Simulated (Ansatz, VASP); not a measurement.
**TiO2: VASP beside Ansatz**

File INCAR:

```
SYSTEM = TiO2
PREC = Accurate
ENCUT = 520
EDIFF = 1E-7
ISMEAR = -1
SIGMA = 0.02
LREAL = .False.
LASPH = .True.
NELM = 60
ALGO = Normal
ISIF = 2
LWAVE = .False.
LCHARG = .False.
GGA = PE
NBANDS = 33
```

KPOINTS

```
regular mesh
0
Gamma
  10 10 10
  0 0 0
```

POSCAR

```
TiO2
1.0
   -1.8888988106      1.8888988106      4.7437983417
    1.8888988106     -1.8888988106      4.7437983417
    1.8888988106      1.8888988106     -4.7437983417
Ti O
2 4
Direct
    0.7500000000      0.2500000000      0.5000000000
    0.0000000000      0.0000000000      0.0000000000
    0.5415079101      0.0415079101      0.5000000000
    0.7915079101      0.7915079101      0.0000000000
    0.2084920899      0.2084920899      0.0000000000
    0.9584920899      0.4584920899      0.5000000000
```

Input for Ansatz:

```yaml
crystal:
  lattice:
    - [-1.8888988106, 1.8888988106, 4.7437983417]
    - [1.8888988106, -1.8888988106, 4.7437983417]
    - [1.8888988106, 1.8888988106, -4.7437983417]
  atoms:
    - { symbol: Ti, position: [0.75, 0.25, 0.5] }
    - { symbol: Ti, position: [0.0, 0.0, 0.0] }
    - { symbol: O, position: [0.5415079101, 0.0415079101, 0.5] }
    - { symbol: O, position: [0.7915079101, 0.7915079101, 0.0] }
    - { symbol: O, position: [0.2084920899, 0.2084920899, 0.0] }
    - { symbol: O, position: [0.9584920899, 0.4584920899, 0.5] }
kpoints:
  mp_grid: { grid: [10, 10, 10] }
  band_path:
    path:
      - [0.0, 0.0, 0.0]
      - [0.0, 0.0, 0.5]
      - [0.25, 0.25, 0.25]
      - [0.0, 0.5, 0.0]
      - [0.5, 0.5, -0.5]
      - [0.2888485976, 0.7111514024, -0.2888485976]
      - [-0.2888485976, 0.2888485976, 0.2888485976]
      - [-0.0776971953, 0.0776971953, 0.5]
      - [0.5, 0.5, -0.0776971953]
      - [0.3, 0.3, -0.3]
      - [0.0, 0.0, 0.4375]
    npoints: 1
hamiltonian:
  xc: pbe
scf:
  occupations: { method: fermi_dirac, width: 0.02 }
  n_extra_bands: 5
output:
  forces: true
  stress: true
  eigenvalues: true
```

Change from the starting cell: uniaxial_z strain -1.0%.

Alike in both runs: task single point; functional PBE; k mesh 10 × 10 × 10; occupations fermi-dirac, width 0.02 eV; no spin polarisation.

|  | VASP | Ansatz |
| --- | --- | --- |
| version | VASP 6.6.1 | Ansatz 0.2.0 |
| potentials or method | VASP PAW PBE potentials, release 64 (Ti_sv, O) | plane waves, PAW |
| plane-wave cutoff (eV) | 520 | 420 |
| valence electrons in the cell | 48 | 48 |

Ansatz gave:

```
gap on the k mesh at the Fermi level (eV)                     : 2.14
pressure (GPa)                                                : 6.4
traceless stress, the component that is largest in VASP (GPa) : 0.65
rms of the force components (eV/Å)                            : 0.045
```

Problem. Which values does VASP return?

Solution. gap on the k mesh at the Fermi level (eV): 2.11; pressure (GPa): 7.1; traceless stress, the component that is largest in VASP (GPa): 0.71; rms of the force components (eV/Å): 0.056.

Atom by atom the forces differ by 0.011 eV/Å (rms over components).
